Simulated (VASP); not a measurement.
# ScSi8 (P6/mmm) in VASP: single point with PBE

Aim: the single point of ScSi8 with PBE.

All numbers are computed with VASP 6.6.1; they aren't measurements. Logs are shortened: lines on timing, memory, paths and dates and some standing lists are left out, and cuts for length are marked.

## (1) The cell of the first run

Symmetry: P6/mmm, No. 191, hexagonal system. The conventional cell has a = 7.267 Å, b = 7.267 Å, c = 3.457 Å, α = 90.00°, β = 90.00°, γ = 120.00°. Within 3.9 Å of Sc (site symmetry 6/mmm) lie 12 Si at 2.94 Å and 2 Sc at 3.46 Å. Si (site symmetry mm2) has 6 Si at 2.38 to 3.14 Å and 2 Sc at 2.94 Å within 3.2 Å. Within 3.3 Å of Si (site symmetry -6m2) lie 6 Si at 2.50 Å.

## (2) Single point, PBE

INCAR reads:

```
SYSTEM = ScSi8
PREC = Accurate ; ENCUT = 520
EDIFF = 1E-7 ; ISMEAR = 0
SIGMA = 0.1 ; LREAL = .False.
LASPH = .True. ; NELM = 60
ALGO = Normal ; ISIF = 2
LWAVE = .False. ; LCHARG = .True.
GGA = PE ; LELF = .True.
LVHAR = .True. ; NBANDS = 32
```

KPOINTS reads:

```
Automatic mesh
0
Gamma
  6 6 12
  0 0 0
```

POSCAR reads:

```
ScSi8
1.0
    7.2669551801      0.0000000000      0.0000000000
   -3.6334775900      6.2933677941      0.0000000000
    0.0000000000      0.0000000000      3.4570798830
Sc Si
1 8
Direct
    0.0000000000      0.0000000000      0.0000000000
    0.8105955014      0.1894044986      0.5000000000
    0.8105955014      0.6211910027      0.5000000000
    0.3788089973      0.1894044986      0.5000000000
    0.1894044986      0.8105955014      0.5000000000
    0.1894044986      0.3788089973      0.5000000000
    0.6211910027      0.8105955014      0.5000000000
    0.3333333333      0.6666666667      0.0000000000
    0.6666666667      0.3333333333      0.0000000000
```

Potentials or basis: VASP PAW PBE potentials, release 64 (Sc_sv, Si).

The run is started by

```console
> cat potpaw_PBE.64/Sc_sv/POTCAR potpaw_PBE.64/Si/POTCAR > POTCAR
> mpirun -np 1 vasp_std > vasp.out
```

OUTCAR:

```text
SYSTEM = ScSi8
   PREC = Accurate
   ENCUT = 520
   EDIFF = 1E-7
   ISMEAR = 0
   LREAL = .False.
   LASPH = .True.
   NELM = 60
   ISIF = 2
   GGA = PE

 ion  position               nearest neighbor table
   1  0.000  0.000  0.000-   2 2.94   5 2.94   2 2.94   5 2.94   3 2.94   3 2.94   6 2.94   6 2.94
                             4 2.94   4 2.94   7 2.94   7 2.94
   2  0.811  0.189  0.500-   7 2.38   6 2.38   9 2.50   9 2.50   1 2.94   1 2.94   3 3.14   4 3.14

   3  0.811  0.621  0.500-   5 2.38   7 2.38   9 2.50   9 2.50   1 2.94   1 2.94   2 3.14   4 3.14

   4  0.379  0.189  0.500-   5 2.38   6 2.38   9 2.50   9 2.50   1 2.94   1 2.94   3 3.14   2 3.14

   5  0.189  0.811  0.500-   4 2.38   3 2.38   8 2.50   8 2.50   1 2.94   1 2.94   6 3.14   7 3.14

   6  0.189  0.379  0.500-   2 2.38   4 2.38   8 2.50   8 2.50   1 2.94   1 2.94   5 3.14   7 3.14

   7  0.621  0.811  0.500-   2 2.38   3 2.38   8 2.50   8 2.50   1 2.94   1 2.94   6 3.14   5 3.14

   8  0.333  0.667  0.000-   6 2.50   6 2.50   5 2.50   5 2.50   7 2.50   7 2.50
   9  0.667  0.333  0.000-   3 2.50   3 2.50   2 2.50   2 2.50   4 2.50   4 2.50

  LATTYP: Found a hexagonal cell.
 ALAT       =     7.2669551801
 C/A-ratio  =     0.4757260500

  Lattice vectors:

 A1 = (   7.2669551801,   0.0000000000,   0.0000000000)
 A2 = (  -3.6334775900,   6.2933677941,   0.0000000000)
 A3 = (   0.0000000000,   0.0000000000,   3.4570798830)

Analysis of symmetry for initial positions (statically):
=====================================================================
 Subroutine PRICEL returns:
 Original cell was already a primitive cell.

 Routine SETGRP: Setting up the symmetry group for a
 hexagonal supercell.

 Subroutine GETGRP returns: Found 24 space group operations
 (whereof 24 operations were pure point group operations)
 out of a pool of 24 trial point group operations.

The static configuration has the point symmetry D_6h.

Analysis of symmetry for dynamics (positions and initial velocities):
=====================================================================
 Subroutine PRICEL returns:
 Original cell was already a primitive cell.

 Routine SETGRP: Setting up the symmetry group for a
 hexagonal supercell.

 Subroutine GETGRP returns: Found 24 space group operations
 (whereof 24 operations were pure point group operations)
 out of a pool of 24 trial point group operations.

The dynamic configuration has the point symmetry D_6h.

 Subroutine INISYM returns: Found 24 space group operations
 (whereof 24 operations are pure point group operations),
 and found     1 'primitive' translations

----------------------------------------------------------------------------------------

                                     Primitive cell

  volume of cell :     158.1048

  direct lattice vectors                    reciprocal lattice vectors
     7.266955180  0.000000000  0.000000000     0.137609215  0.079448717  0.000000000
    -3.633477590  6.293367794  0.000000000     0.000000000  0.158897435  0.000000000
     0.000000000  0.000000000  3.457079883     0.000000000  0.000000000  0.289261467

  length of vectors
     7.266955180  7.266955180  3.457079883     0.158897435  0.158897435  0.289261467

  position of ions in fractional coordinates (direct lattice)
     0.000000000  0.000000000  0.000000000
     0.810595501  0.189404499  0.500000000
     0.810595501  0.621191003  0.500000000
     0.378808997  0.189404499  0.500000000
     0.189404499  0.810595501  0.500000000
     0.189404499  0.378808997  0.500000000
     0.621191003  0.810595501  0.500000000
     0.333333333  0.666666667  0.000000000
     0.666666667  0.333333333  0.000000000

  ion indices of the primitive-cell ions
   primitive index   ion index
                 1           1
                 2           2
                 3           3
                 4           4
                 5           5
                 6           6
                 7           7
                 8           8
                 9           9

----------------------------------------------------------------------------------------

 KPOINTS: Automatic mesh

Automatic generation of k-mesh.
 Grid dimensions read from file:
 generate k-points for:    6    6   12

 Generating k-lattice:

  Cartesian coordinates                     Fractional coordinates (reciprocal lattice)
     0.022934869  0.013241453  0.000000000     0.166666667 -0.000000000  0.000000000
     0.000000000  0.026482906  0.000000000     0.000000000  0.166666667  0.000000000
     0.000000000  0.000000000  0.024105122     0.000000000  0.000000000  0.083333333

  Length of vectors
     0.026482906  0.026482906  0.024105122

  Shift w.r.t. Gamma in fractional coordinates (k-lattice)
     0.000000000  0.000000000  0.000000000

 Subroutine IBZKPT returns following result:
 ===========================================

 Found     49 irreducible k-points:

 Following reciprocal coordinates:
            Coordinates               Weight
  0.000000  0.000000  0.000000      1.000000
  0.166667  0.000000  0.000000      6.000000
  0.333333  0.000000  0.000000      6.000000
  0.500000  0.000000  0.000000      3.000000
  0.166667  0.166667  0.000000      6.000000
  0.333333  0.166667  0.000000     12.000000
[... 16 lines left out ...]
  0.166667  0.000000  0.250000     12.000000
  0.333333  0.000000  0.250000     12.000000
 [... further k-points ...]
   k-points           NKPTS =     49   k-points in BZ     NKDIM =     49   number of bands    NBANDS=     32
   number of dos      NEDOS =    301   number of ions     NIONS =      9
   total plane-waves  NPLWV =  81648
   dimension x,y,z NGX =    54 NGY =   54 NGZ =   28
   dimension x,y,z NGXF=   108 NGYF=  108 NGZF=   56
   ions per type =               1   8
   NGX,Y,Z   is equivalent  to a cutoff of  12.35, 12.35, 13.46 a.u.
   NGXF,Y,Z  is equivalent  to a cutoff of  24.71, 24.71, 26.93 a.u.
 SYSTEM =  ScSi8
   PREC   = accura    normal or accurate (medium, high low for compatibility)
   ISTART =      0    job   : 0-new  1-cont  2-samecut
   ICHARG =      2    charge: 1-file 2-atom 10-const
   ISPIN  =      1    spin polarized calculation?
   LNONCOLLINEAR =      F non collinear calculations
   LSORBIT =      F    spin-orbit coupling
   LASPH  =      T    aspherical Exc in radial PAW
   ENCUT  =  520.0 eV  38.22 Ry    6.18 a.u.  13.51 13.51  6.43*2*pi/ulx,y,z
   NELM   =     60;   NELMIN=  2; NELMDL= -5     # of ELM steps
   EDIFF  = 0.1E-06   stopping-criterion for ELM
   LREAL  =      F    real-space projection
   EDIFFG = 0.1E-05   stopping-criterion for IOM
   NSW    =      0    number of steps for IOM
   IBRION =     -1    ionic relax: 0-MD 1-quasi-New 2-CG
   NFREE  =      0    steps in history (QN), initial steepest desc. (CG)
   ISIF   =      2    stress and relaxation
   ISYM   =      2    0-nonsym 1-usesym 2-fastsym
   POTIM  = 0.5000    time-step for ionic-motion
   TEBEG  =    0.0;   TEEND  =   0.0 temperature during run
   PSTRESS=    0.0 pullay stress
   NELECT =      43.0000    total number of electrons
   NUPDOWN=      -1.0000    fix difference up-down
   EMIN   =  10.00;   EMAX   =-10.00  energy-range for DOS
   EFERMI =   0.00;   METHOD = LEGACY
   ISMEAR =     0;   SIGMA  =   0.10  broadening in eV -4-tet -1-fermi 0-gaus
   EFERMI_NEDOS =   21; number of points for ismear=-14 and -15
   IALGO  =     38    algorithm
   IMIX   =      4    mixing-type and parameters
     AMIX     =   0.40;   BMIX     =  1.00
     AMIX_MAG =   1.60;   BMIX_MAG =  1.00
  volume/ion in A,a.u.               =      17.57       118.55
  Fermi-wavevector in a.u.,A,eV,Ry     =   1.060676  2.004387 15.307004  1.125033
  Thomas-Fermi vector in A             =   2.196065
   LORBIT       =      0    0 simple, 1 ext, 2 COOP (PROOUT), +10 PAW based schemes
   GGA     = PE    functional components
   LHFCALC =     F    Hartree Fock is set to
   AEXX    =    0.0000 exact exchange contribution
   IVDW    =     0    specifies the selected vdW correction
   LEPSILON=     F    determine dielectric tensor
   LRPA    =     F    only Hartree local field effects (RPA)
 non-spin polarized calculation
 Gauss-broadening in eV      SIGMA  =   0.10
  energy-cutoff  :      520.00
  volume of cell :      158.10
 maximum number of plane-waves:      4281
   NGX = 27   NGY = 27   NGZ = 13

 number of electron      42.9999996 magnetization

 Free energy of the ion-electron system (eV)
  ---------------------------------------------------
  ext. energy  EPLUGINS =         0.00000000
  ---------------------------------------------------
  free energy    TOTEN  =       -48.07903101 eV

  energy without entropy =      -48.05328219  energy(sigma->0) =      -48.06615660

 E-fermi :   7.3915     XC(G=0): -10.3086

 val. band max:        7.3851449896   @ k =   0.3333   0.0000   0.2500
 cond. band min:       7.3928786433   @ k =   0.1667   0.0000   0.3333
 fundamental gap:      0.0077336537
 Fermi energy:         7.3914650911

 k-point     1 :       0.0000    0.0000    0.0000
  band No.  band energies     occupation
      1     -42.2463      2.00000
      2     -20.9235      2.00000
      3     -20.9235      2.00000
      4     -20.8356      2.00000
      5      -5.3201      2.00000
      6      -3.2838      2.00000
[... 24 lines left out ...]
     31      10.5186      0.00000
     32      10.5199      0.00000

 k-point     2 :       0.1667    0.0000    0.0000
  band No.  band energies     occupation
      1     -42.2463      2.00000
      2     -20.9236      2.00000
      3     -20.9236      2.00000
      4     -20.8356      2.00000
      5      -5.2300      2.00000
      6      -3.4730      2.00000
[... 24 lines left out ...]
     31      10.2583      0.00000
     32      10.6551      0.00000

 k-point     3 :       0.3333    0.0000    0.0000
  band No.  band energies     occupation
      1     -42.2463      2.00000
      2     -20.9236      2.00000
      3     -20.9236      2.00000
      4     -20.8356      2.00000
      5      -4.9708      2.00000
      6      -3.9387      2.00000
[... 24 lines left out ...]
     31      10.8501      0.00000
     32      10.9803      0.00000

 k-point     4 :       0.5000    0.0000    0.0000
  band No.  band energies     occupation
      1     -42.2463      2.00000
      2     -20.9236      2.00000
      3     -20.9236      2.00000
      4     -20.8356      2.00000
      5      -4.6850      2.00000
      6      -4.3264      2.00000
[... 24 lines left out ...]
     31      10.9945      0.00000
     32      11.3481      0.00000

 k-point     5 :       0.1667    0.1667    0.0000
  band No.  band energies     occupation
      1     -42.2463      2.00000
      2     -20.9236      2.00000
      3     -20.9236      2.00000
      4     -20.8356      2.00000
      5      -5.0545      2.00000
      6      -3.7676      2.00000
[... 584 lines left out ...]
     31      11.1203      0.00000
     32      11.8039      0.00000

 k-point    22 :       0.0000    0.0000    0.2500
  band No.  band energies     occupation
      1     -42.2410      2.00000
      2     -20.9142      2.00000
      3     -20.9142      2.00000
      4     -20.9057      2.00000
      5      -4.6239      2.00000
      6      -2.5391      2.00000
[... 24 lines left out ...]
     31      10.8818      0.00000
     32      10.8818      0.00000

 k-point    23 :       0.1667    0.0000    0.2500
  band No.  band energies     occupation
      1     -42.2411      2.00000
      2     -20.9142      2.00000
      3     -20.9142      2.00000
      4     -20.9057      2.00000
      5      -4.5357      2.00000
      6      -2.7405      2.00000
[... 24 lines left out ...]
     31      10.7555      0.00000
     32      10.8090      0.00000

 k-point    24 :       0.3333    0.0000    0.2500
  band No.  band energies     occupation
      1     -42.2411      2.00000
      2     -20.9142      2.00000
      3     -20.9142      2.00000
      4     -20.9057      2.00000
      5      -4.2809      2.00000
      6      -3.2378      2.00000
[... 24 lines left out ...]
     31      10.9444      0.00000
     32      11.4180      0.00000

 [... further k-points ...]
[... 5 lines left out ...]
  --------------------------------------------------------------------------------------
  -------------------------------------------------------------------------------------
  Total       -0.0019133     -0.0019133     -0.0603928     -0.0000000      0.0000000      0.0000000
  in kB       -0.0193885     -0.0193885     -0.6119988     -0.0000000      0.0000000      0.0000000
  external PRESSURE =      -0.2169253 kB  Pullay stress =       0.0000000 kB

 VOLUME and BASIS-vectors are now :
 -----------------------------------------------------------------------------
  energy-cutoff  :      520.00
  volume of cell :      158.10
      direct lattice vectors                 reciprocal lattice vectors
     7.266955180  0.000000000  0.000000000     0.137609215  0.079448717  0.000000000
    -3.633477590  6.293367794  0.000000000     0.000000000  0.158897435  0.000000000
     0.000000000  0.000000000  3.457079883     0.000000000  0.000000000  0.289261467

 POSITION                                       TOTAL-FORCE (eV/Angst)
 -----------------------------------------------------------------------------------
      0.00000      0.00000      0.00000         0.000000     -0.000000     -0.000000
      5.20236      1.19199      1.72854        -0.005129      0.002961     -0.000000
      3.63348      3.90938      1.72854        -0.000000     -0.005922     -0.000000
      2.06459      1.19199      1.72854         0.005129      0.002961     -0.000000
     -1.56889      5.10138      1.72854         0.005129     -0.002961      0.000000
     -0.00000      2.38398      1.72854         0.000000      0.005922      0.000000
      1.56889      5.10138      1.72854        -0.005129     -0.002961      0.000000
     -0.00000      4.19558      0.00000         0.000000     -0.000000     -0.000000
      3.63348      2.09779      0.00000         0.000000     -0.000000     -0.000000
 -----------------------------------------------------------------------------------
    total drift:                               -0.000000     -0.000000      0.000000

  FREE ENERGIE OF THE ION-ELECTRON SYSTEM (eV)
  ---------------------------------------------------
  free  energy   TOTEN  =       -48.0790310070 eV

  energy  without entropy=      -48.0532821948  energy(sigma->0) =      -48.06615660
```

It took 4.8 min on 1 thread of Intel Xeon Platinum 8375C at 2.90GHz (Ice Lake), shared host; peak memory 0.38 GiB.

What came out:

```yaml
Free_energy: -48.0790 eV
Pressure: 0.0 GPa
Largest_force: 0.006 eV/Å
Band_gap_on_the_k_mesh: zero (an odd number of electrons rules out a gap without spin polarisation)
```

Forces on the atoms (eV/Å):
```
Sc   0.000  0.000  0.000
Si  -0.005  0.003  0.000
Si   0.000 -0.006  0.000
Si   0.005  0.003  0.000
Si   0.005 -0.003  0.000
Si   0.000  0.006  0.000
Si  -0.005 -0.003  0.000
Si   0.000  0.000  0.000
Si   0.000  0.000  0.000
```
